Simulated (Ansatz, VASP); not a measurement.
**One calculation of Yb, two programs**

```
Yb
1.0
     0.00000    2.45695    2.45695
     2.45695    0.00000    2.45695
     2.45695    2.45695    0.00000
Yb
1
Direct
  0.00000 0.00000 0.00000
```

Alike in both runs: functional LDA; k mesh 10 × 10 × 10; occupations fermi-dirac, width 0.1 eV; no spin polarisation.

Ansatz relaxed the structure, and its values are those at the end. VASP's run is a single point on that final structure, the one shown.

```csv
,VASP,Ansatz
version,VASP 6.6.1,Ansatz 0.2.0
potentials or method,"VASP PAW PBE potentials, release 64 (Yb), cutoff 520 eV","plane waves (420 eV) with PAW, scalar-relativistic"
valence electrons in the cell,24,24
```

```tsv
	VASP	Ansatz	Ansatz less VASP
pressure (GPa)	-0.4	0.0	+0.41
```

VASP's potentials were made for PBE, not for LDA, and Ansatz warns of the same on its side. LDA's correlation is that of Perdew and Zunger in VASP and of Perdew and Wang (1992) in Ansatz.

Neither program's run includes spin-orbit coupling.
